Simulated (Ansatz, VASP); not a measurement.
Si2W in VASP and in Ansatz

File INCAR:

```
SYSTEM = Si2W
PREC = Accurate
ENCUT = 520
EDIFF = 1E-6
ISMEAR = -1
SIGMA = 0.05
LREAL = .False.
LASPH = .True.
NELM = 100
ALGO = Normal
ISIF = 2
LWAVE = .False.
LCHARG = .False.
GGA = PS
NBANDS = 18
```

File KPOINTS:

```
Automatic mesh
0
Gamma
  12 12 12
  0 0 0
```

The input POSCAR:

```
Si2W
1.0
   -1.5961151113      1.5961151113      3.8886743761
    1.5961151113     -1.5961151113      3.8886743761
    1.5961151113      1.5961151113     -3.8886743761
W Si
1 2
Direct
    0.0000000000      0.0000000000      0.0000000000
    0.6653000000      0.6653000000      0.0000000000
    0.3347000000      0.3347000000      0.0000000000
```

Contents of input.yaml:

```yaml
crystal:
  lattice:
    - [-1.5961151113, 1.5961151113, 3.8886743761]
    - [1.5961151113, -1.5961151113, 3.8886743761]
    - [1.5961151113, 1.5961151113, -3.8886743761]
  atoms:
    - { symbol: W, position: [0.0, 0.0, 0.0] }
    - { symbol: Si, position: [0.6653, 0.6653, 0.0] }
    - { symbol: Si, position: [0.3347, 0.3347, 0.0] }
hamiltonian:
  xc: pbesol
  pseudopotentials: { kind: paw }
kpoints:
  mp_grid: { grid: [12, 12, 12] }
scf:
  occupations: { method: fermi_dirac, width: 0.05 }
output:
  forces: true
  stress: true
  eigenvalues: true
```

Alike in both runs: task single point; functional PBEsol; k mesh 12 × 12 × 12; occupations fermi-dirac, width 0.05 eV; no spin polarisation.

```csv
,VASP,Ansatz
version,VASP 6.6.1,Ansatz 0.2.0
potentials or method,"VASP PAW PBE potentials, release 64 (W_sv, Si)",Ansatz PAW
plane-wave cutoff (eV),520,420
valence electrons in the cell,22,22
```

```csv
,VASP,Ansatz,Ansatz less VASP
gap on the k mesh at the Fermi level (eV),none,none,-
pressure (GPa),3.2,2.8,-0.34
"traceless stress, the component that is largest in VASP (GPa)",0.80,0.84,+0.043
rms of the force components (eV/Å),0.039,0.036,-0.0025
```

VASP's potentials were made for PBE, not for PBEsol. Atom by atom the forces differ by 0.002 eV/Å (rms over components). A gap of «none» marks a metal or a gap that the smearing closes.

Spin-orbit coupling is off throughout.
